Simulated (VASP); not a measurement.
A run of VASP 6.6.1 is set up as follows.

Contents of INCAR:

```
ALGO = Normal ; EDIFF = 1E-6
ENCUT = 520 ; GGA = PE
ISIF = 2 ; ISMEAR = 0
LASPH = True ; LCHARG = False
LREAL = False ; LWAVE = False
NBANDS = 56 ; NELM = 80
PREC = Accurate ; SIGMA = 0.1
```

Contents of KPOINTS:

```
k-points
0
Gamma
  4 4 2
```

File POSCAR:

```
CsZnSbO3
1.0
   -4.4020887276     -3.1400397474     -0.0195455481
    2.1989324108      0.0000000000     -4.9519993696
    6.6052450445     -6.2800794949      4.9910904658
Cs Zn Sb O
2 2 2 6
Direct
    0.6859172814      0.4984100487      0.1570413593
    0.6859172814      0.9984100487      0.6570413593
    0.1142587110      0.3562677562      0.4428706445
    0.1142587110      0.8562677562      0.9428706445
    0.3638820510      0.9816308716      0.3180589745
    0.3638820510      0.4816308716      0.8180589745
    0.2871807145      0.8612277197      0.1208900888
    0.2871807145      0.3612277197      0.6208900888
    0.7582198223      0.0967472736      0.3564096427
    0.7582198223      0.5967472736      0.8564096427
    0.2867695597      0.6264555402      0.3566152202
    0.2867695597      0.1264555402      0.8566152202
```

Potentials or basis: VASP PAW PBE potentials, release 64 (Cs_sv, Zn, Sb, O).

Launch:

```console
$ cat potpaw_PBE.64/Cs_sv/POTCAR potpaw_PBE.64/Zn/POTCAR potpaw_PBE.64/Sb/POTCAR potpaw_PBE.64/O/POTCAR > POTCAR
$ mpirun -np 1 vasp_std > vasp.out
```

(1) What does it give for the band gap on the k mesh?

(2) Estimate the largest force.

Answers

(1) 1.89 eV.

(2) 0.101 eV/Å.

Caveat: spin-orbit coupling is left out, which moves the levels of the heavy elements.
